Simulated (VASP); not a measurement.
# Sr (Fm-3m) in VASP: single point with r2SCAN

Aim: the single point of Sr with r2SCAN.

All numbers are computed with VASP 6.6.1; they aren't measurements. Logs are shortened: lines on timing, memory, paths and dates and some standing lists are left out, and cuts for length are marked.

### 1 The cell of the first run

It takes space group Fm-3m (No. 225, cubic). The conventional cell has a = 6.104 Å, b = 6.104 Å, c = 6.104 Å, α = 90.00°, β = 90.00°, γ = 90.00°. Within 5.7 Å of Sr (site symmetry m-3m) lie 12 Sr at 4.32 Å.

### 2 Single point, r2SCAN

POSCAR

```
Sr
1.0
    0.0000000000      3.0521103947      3.0521103947
    3.0521103947      0.0000000000      3.0521103947
    3.0521103947      3.0521103947      0.0000000000
Sr
1
Direct
    0.0000000000      0.0000000000      0.0000000000
```

INCAR.step1

```
SYSTEM = Sr
PREC = Accurate
ENCUT = 520
ISMEAR = -1
SIGMA = 0.1
LREAL = .False.
LASPH = .True.
NELM = 60
NBANDS = 11
GGA = PE
ALGO = Normal
EDIFF = 1E-4
LWAVE = .True.
LCHARG = .False.
```

INCAR.step2

```
SYSTEM = Sr
PREC = Accurate
ENCUT = 520
EDIFF = 1E-7
ISMEAR = -1
SIGMA = 0.1
LREAL = .False.
LASPH = .True.
NELM = 60
ALGO = Normal
ISIF = 2
LWAVE = .False.
LCHARG = .True.
METAGGA = R2SCAN
LMIXTAU = .True.
LELF = .True.
LVHAR = .True.
NBANDS = 11
ISTART = 1
```

KPOINTS

```
regular mesh
0
Gamma
  15 15 15
  0 0 0
```

Potentials or basis: VASP PAW PBE potentials, release 64 (Sr_sv).

The run is started by

```sh
$ cat potpaw_PBE.64/Sr_sv/POTCAR > POTCAR
$ cp INCAR.step1 INCAR
$ mpirun -np 1 vasp_std > vasp.out
$ cp INCAR.step2 INCAR
$ mpirun -np 1 vasp_std > vasp.out
```

OUTCAR:

```text
SYSTEM = Sr
   PREC = Accurate
   ENCUT = 520
   EDIFF = 1E-7
   ISMEAR = -1
   LREAL = .False.
   LASPH = .True.
   NELM = 60
   ISIF = 2
   METAGGA = R2SCAN
   ISTART = 1

 ion  position               nearest neighbor table
   1  0.000  0.000  0.000-

  LATTYP: Found a face centered cubic cell.
 ALAT       =     6.1042207894

  Lattice vectors:

 A1 = (   0.0000000000,   3.0521103947,   3.0521103947)
 A2 = (   3.0521103947,   0.0000000000,   3.0521103947)
 A3 = (   3.0521103947,   3.0521103947,   0.0000000000)

Analysis of symmetry for initial positions (statically):
=====================================================================
 Subroutine PRICEL returns:
 Original cell was already a primitive cell.

 Routine SETGRP: Setting up the symmetry group for a
 face centered cubic supercell.

 Subroutine GETGRP returns: Found 48 space group operations
 (whereof 48 operations were pure point group operations)
 out of a pool of 48 trial point group operations.

The static configuration has the point symmetry O_h .

Analysis of symmetry for dynamics (positions and initial velocities):
=====================================================================
 Subroutine PRICEL returns:
 Original cell was already a primitive cell.

 Routine SETGRP: Setting up the symmetry group for a
 face centered cubic supercell.

 Subroutine GETGRP returns: Found 48 space group operations
 (whereof 48 operations were pure point group operations)
 out of a pool of 48 trial point group operations.

The dynamic configuration has the point symmetry O_h .

 Subroutine INISYM returns: Found 48 space group operations
 (whereof 48 operations are pure point group operations),
 and found     1 'primitive' translations

----------------------------------------------------------------------------------------

                                     Primitive cell

  volume of cell :      56.8631

  direct lattice vectors                    reciprocal lattice vectors
     0.000000000  3.052110395  3.052110395    -0.163821073  0.163821073  0.163821073
     3.052110395  0.000000000  3.052110395     0.163821073 -0.163821073  0.163821073
     3.052110395  3.052110395  0.000000000     0.163821073  0.163821073 -0.163821073

  length of vectors
     4.316335914  4.316335914  4.316335914     0.283746422  0.283746422  0.283746422

  position of ions in fractional coordinates (direct lattice)
     0.000000000  0.000000000  0.000000000

  ion indices of the primitive-cell ions
   primitive index   ion index
                 1           1

----------------------------------------------------------------------------------------

 KPOINTS: regular mesh

Automatic generation of k-mesh.
 Grid dimensions read from file:
 generate k-points for:   15   15   15

 Generating k-lattice:

  Cartesian coordinates                     Fractional coordinates (reciprocal lattice)
    -0.010921405  0.010921405  0.010921405     0.066666667  0.000000000  0.000000000
     0.010921405 -0.010921405  0.010921405     0.000000000  0.066666667  0.000000000
     0.010921405  0.010921405 -0.010921405     0.000000000  0.000000000  0.066666667

  Length of vectors
     0.018916428  0.018916428  0.018916428

  Shift w.r.t. Gamma in fractional coordinates (k-lattice)
     0.000000000  0.000000000  0.000000000

 Subroutine IBZKPT returns following result:
 ===========================================

 Found    120 irreducible k-points:

 Following reciprocal coordinates:
            Coordinates               Weight
  0.000000  0.000000  0.000000      1.000000
  0.066667  0.000000  0.000000      8.000000
  0.133333  0.000000  0.000000      8.000000
  0.200000  0.000000  0.000000      8.000000
  0.266667  0.000000  0.000000      8.000000
  0.333333  0.000000  0.000000      8.000000
[... 16 lines left out ...]
  0.133333  0.133333  0.000000      6.000000
  0.200000  0.133333  0.000000     24.000000
 [... further k-points ...]
   k-points           NKPTS =    120   k-points in BZ     NKDIM =    120   number of bands    NBANDS=     11
   number of dos      NEDOS =    301   number of ions     NIONS =      1
   total plane-waves  NPLWV =  32768
   dimension x,y,z NGX =    32 NGY =   32 NGZ =   32
   dimension x,y,z NGXF=    64 NGYF=   64 NGZF=   64
   ions per type =               1
   NGX,Y,Z   is equivalent  to a cutoff of  12.32, 12.32, 12.32 a.u.
   NGXF,Y,Z  is equivalent  to a cutoff of  24.65, 24.65, 24.65 a.u.
 SYSTEM =  Sr
   PREC   = accura    normal or accurate (medium, high low for compatibility)
   ISTART =      1    job   : 0-new  1-cont  2-samecut
   ICHARG =      0    charge: 1-file 2-atom 10-const
   ISPIN  =      1    spin polarized calculation?
   LNONCOLLINEAR =      F non collinear calculations
   LSORBIT =      F    spin-orbit coupling
   LASPH  =      T    aspherical Exc in radial PAW
   ENCUT  =  520.0 eV  38.22 Ry    6.18 a.u.   8.03  8.03  8.03*2*pi/ulx,y,z
   NELM   =     60;   NELMIN=  2; NELMDL=  0     # of ELM steps
   EDIFF  = 0.1E-06   stopping-criterion for ELM
   LREAL  =      F    real-space projection
   EDIFFG = 0.1E-05   stopping-criterion for IOM
   NSW    =      0    number of steps for IOM
   IBRION =     -1    ionic relax: 0-MD 1-quasi-New 2-CG
   NFREE  =      0    steps in history (QN), initial steepest desc. (CG)
   ISIF   =      2    stress and relaxation
   ISYM   =      2    0-nonsym 1-usesym 2-fastsym
   POTIM  = 0.5000    time-step for ionic-motion
   TEBEG  =    0.0;   TEEND  =   0.0 temperature during run
   PSTRESS=    0.0 pullay stress
   NELECT =      10.0000    total number of electrons
   NUPDOWN=      -1.0000    fix difference up-down
   EMIN   =  10.00;   EMAX   =-10.00  energy-range for DOS
   EFERMI =   0.00;   METHOD = LEGACY
   ISMEAR =    -1;   SIGMA  =   0.10  broadening in eV -4-tet -1-fermi 0-gaus
   EFERMI_NEDOS =   21; number of points for ismear=-14 and -15
   IALGO  =     38    algorithm
   IMIX   =      4    mixing-type and parameters
     AMIX     =   0.40;   BMIX     =  1.00
     AMIX_MAG =   1.60;   BMIX_MAG =  1.00
  volume/ion in A,a.u.               =      56.86       383.73
  Fermi-wavevector in a.u.,A,eV,Ry     =   0.917201  1.733259 11.446009  0.841258
  Thomas-Fermi vector in A             =   2.042143
   LORBIT       =      0    0 simple, 1 ext, 2 COOP (PROOUT), +10 PAW based schemes
   METAGGA = R2SCAN    functional components
   LHFCALC =     F    Hartree Fock is set to
   AEXX    =    0.0000 exact exchange contribution
   IVDW    =     0    specifies the selected vdW correction
   LEPSILON=     F    determine dielectric tensor
   LRPA    =     F    only Hartree local field effects (RPA)
 non-spin polarized calculation
  energy-cutoff  :      520.00
  volume of cell :       56.86
 maximum number of plane-waves:      1548
   NGX = 17   NGY = 17   NGZ = 17

 number of electron      10.0000000 magnetization

 Free energy of the ion-electron system (eV)
  ---------------------------------------------------
  ext. energy  EPLUGINS =         0.00000000
  ---------------------------------------------------
  free energy    TOTEN  =       -15.12081379 eV

  energy without entropy =      -15.07966966  energy(sigma->0) =      -15.10024173

 E-fermi :   1.4726     XC(G=0):  -7.6866

 val. band max:        1.4677361128   @ k =  -0.4000   0.2667   0.0667
 cond. band min:       1.4941063626   @ k =   0.4667   0.0000   0.0000
 fundamental gap:      0.0263702498
 Fermi energy:         1.4726331523

 k-point     1 :       0.0000    0.0000    0.0000
  band No.  band energies     occupation
      1     -36.5946      2.00000
      2     -17.8583      2.00000
      3     -17.8583      2.00000
      4     -17.8583      2.00000
      5      -2.2926      2.00000
      6       4.1563      0.00000
      7       4.1563      0.00000
      8       4.1563      0.00000
      9       5.6547      0.00000
     10       5.6547      0.00000
     11       8.9126      0.00000

 k-point     2 :       0.0667    0.0000    0.0000
  band No.  band energies     occupation
      1     -36.5940      2.00000
      2     -17.8664      2.00000
      3     -17.8594      2.00000
      4     -17.8594      2.00000
      5      -2.2193      2.00000
      6       4.0271      0.00000
      7       4.1913      0.00000
      8       4.1913      0.00000
      9       5.6040      0.00000
     10       5.6040      0.00000
     11       9.1131      0.00000

 k-point     3 :       0.1333    0.0000    0.0000
  band No.  band energies     occupation
      1     -36.5924      2.00000
      2     -17.8891      2.00000
      3     -17.8624      2.00000
      4     -17.8624      2.00000
      5      -2.0034      2.00000
      6       3.6981      0.00000
      7       4.2738      0.00000
      8       4.2738      0.00000
      9       5.5018      0.00000
     10       5.5018      0.00000
     11       9.5458      0.00000

 k-point     4 :       0.2000    0.0000    0.0000
  band No.  band energies     occupation
      1     -36.5901      2.00000
      2     -17.9223      2.00000
      3     -17.8668      2.00000
      4     -17.8668      2.00000
      5      -1.6571      2.00000
      6       3.2718      0.00000
      7       4.3271      0.00000
      8       4.3271      0.00000
      9       5.4796      0.00000
     10       5.4796      0.00000
     11       9.1022      0.00000
[... 239 lines left out ...]
 k-point    22 :      -0.0667    0.0667    0.0000
  band No.  band energies     occupation
      1     -36.5931      2.00000
      2     -17.8776      2.00000
      3     -17.8641      2.00000
      4     -17.8598      2.00000
      5      -2.0985      2.00000
      6       3.8459      0.00000
      7       4.2192      0.00000
      8       4.2587      0.00000
      9       5.4279      0.00000
     10       5.6373      0.00000
     11       9.4176      0.00000

 k-point    23 :       0.1333    0.1333    0.0000
  band No.  band energies     occupation
      1     -36.5917      2.00000
      2     -17.8883      2.00000
      3     -17.8692      2.00000
      4     -17.8692      2.00000
      5      -1.9081      2.00000
      6       3.6116      0.00000
      7       4.3353      0.00000
      8       4.3353      0.00000
      9       4.9899      0.00000
     10       5.8016      0.00000
     11       9.8848      0.00000

 k-point    24 :       0.2000    0.1333    0.0000
  band No.  band energies     occupation
      1     -36.5900      2.00000
      2     -17.9098      2.00000
      3     -17.8748      2.00000
      4     -17.8733      2.00000
      5      -1.6538      2.00000
      6       3.3369      0.00000
      7       4.3574      0.00000
      8       4.4280      0.00000
      9       4.8021      0.00000
     10       5.8652      0.00000
     11      10.0487      0.00000

 [... further k-points ...]

------------------------ aborting loop because EDIFF is reached ----------------------------------------

  FORCE on cell =-STRESS in cart. coord.  units (eV):
  Direction    XX          YY          ZZ          XY          YZ          ZX
  --------------------------------------------------------------------------------------
  -------------------------------------------------------------------------------------
  Total        0.0067334      0.0067334      0.0067334      0.0000000      0.0000000      0.0000000
  in kB        0.1897198      0.1897198      0.1897198      0.0000000      0.0000000      0.0000000
  external PRESSURE =       0.1897198 kB  Pullay stress =       0.0000000 kB

 VOLUME and BASIS-vectors are now :
 -----------------------------------------------------------------------------
  energy-cutoff  :      520.00
  volume of cell :       56.86
      direct lattice vectors                 reciprocal lattice vectors
     0.000000000  3.052110395  3.052110395    -0.163821073  0.163821073  0.163821073
     3.052110395  0.000000000  3.052110395     0.163821073 -0.163821073  0.163821073
     3.052110395  3.052110395  0.000000000     0.163821073  0.163821073 -0.163821073

 POSITION                                       TOTAL-FORCE (eV/Angst)
 -----------------------------------------------------------------------------------
      0.00000      0.00000      0.00000         0.000000      0.000000      0.000000
 -----------------------------------------------------------------------------------
    total drift:                                0.000000      0.000000      0.000000

  FREE ENERGIE OF THE ION-ELECTRON SYSTEM (eV)
  ---------------------------------------------------
  free  energy   TOTEN  =       -15.1208137875 eV

  energy  without entropy=      -15.0796696649  energy(sigma->0) =      -15.10024173
```

Wall time 2.6 min (1 thread of Intel Xeon 6975P-C, shared host); peak memory 0.24 GiB.

Results:

| Quantity | Value |
| --- | --- |
| Free energy | -15.1208 eV |
| Pressure | 0.0 GPa |
| Band gap on the k mesh | zero (band 5 reaches 1.59 eV, above the bottom of band 6 at 1.43 eV) |

Caveat: the PAW data sets were made with another functional, which shifts forces and pressure a little.
